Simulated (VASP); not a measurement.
## Al: single point with PBE

Al:

```
Al
1.0
     0.00000    2.10494    1.94302
     2.10494    0.00000    1.94302
     2.10494    2.10494    0.00000
Al
1
Cartesian
  0.0000 0.0000 0.0000
```

This cell differs from its parent crystal: strain +0.040 along x and y, -0.040 along z.

| Item | Value |
| --- | --- |
| Program | VASP 6.6.1 |
| Task | single point |
| Functional | PBE |
| Potentials or basis | VASP PAW PBE potentials, release 64 (Al) |
| Cutoff | 520 eV |
| k mesh | 20 × 20 × 20 |
| Occupations | gaussian, width 0.15 eV |
| Spin | no spin polarisation |
| Dipole correction | no |
| Further INCAR settings | ALGO = Normal; EDIFF = 1e-07; NBANDS = 8 |

```
Pressure : -2.7 GPa
```

Stress tensor (GPa, compression positive):
```
-3.65  0.00  0.00
 0.00 -3.65  0.00
 0.00  0.00 -0.88
```

Levels at points of the mesh, in eV from the Fermi level:
```
           k point  band 1  band 2  band 3  band 4  band 5
(0.00, 0.00, 0.00)  -10.84   12.20   12.20   13.01   13.44
(0.50, 0.00, 0.00)   -4.41   -4.30   10.07   10.43   11.44
(0.50, 0.50, 0.00)   -2.01   -0.49    4.48    4.48    4.67
(0.50, 0.00, 0.50)   -3.18   -2.13    5.63    5.68    6.20
```

Wall time 110 s on 1 thread of AMD EPYC 9R45, with other jobs on the host, peak memory 0.16 GiB.

Caveat: the cell differs from its parent crystal (strain +0.040 along x and y, -0.040 along z).
